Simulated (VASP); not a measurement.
Wanted: the native input for a VASP 6.6.1 run.

```yaml
Task: single point
Functional: PBEsol
Dispersion: D4
Potentials_or_basis: VASP PAW PBE potentials, release 64 (P)
Cutoff: 500 eV
k_mesh: 20 × 20 × 20
Occupations: gaussian, width 0.1 eV
Spin: no spin polarisation
Dipole_correction: no
Further_INCAR_settings: ALGO = Normal; EDIFF = 1e-06; NBANDS = 8
```

The structure of P lies in POSCAR:

```
P
1.0
    2.0252453765      0.0000000000      0.0000000000
    0.0000000000      2.0252453765      0.0000000000
    0.0000000000      0.0000000000      2.0252453765
P
1
Direct
    0.0000000000      0.0000000000      0.0000000000
```

This isn't the form of P at room conditions, which is orthorhombic.

These files were run (other wordings do the same):

INCAR

```
SYSTEM = P
PREC = Accurate
ENCUT = 500
EDIFF = 1E-6
ISMEAR = 0
SIGMA = 0.1
LREAL = .FALSE.
LASPH = .TRUE.
NELM = 120
ALGO = Normal
ISIF = 2
LWAVE = .FALSE.
LCHARG = .FALSE.
GGA = PS
IVDW = 13
NBANDS = 8
GGA_COMPAT = .FALSE.
```

KPOINTS

```
regular mesh
0
G
  20 20 20
  0 0 0
```

Potentials or basis: VASP PAW PBE potentials, release 64 (P).

The run is started by

```bash
$ cat potpaw_PBE.64/P/POTCAR > POTCAR
$ mpirun -np 1 vasp_std > vasp.out
```

Results of the run:

```json
{
 "Pressure": "199.5 GPa",
 "Band gap on the k mesh": "zero (an odd number of electrons rules out a gap without spin polarisation)",
 "Dispersion energy per atom": "-0.468 eV"
}
```

Caveat: the cell stands under pressure; the PAW data sets were made with another functional, which shifts forces and pressure a little.

It took 9.9 s on 1 thread of Intel Xeon 8259CL, with other jobs on the host, peak memory 0.12 GiB.
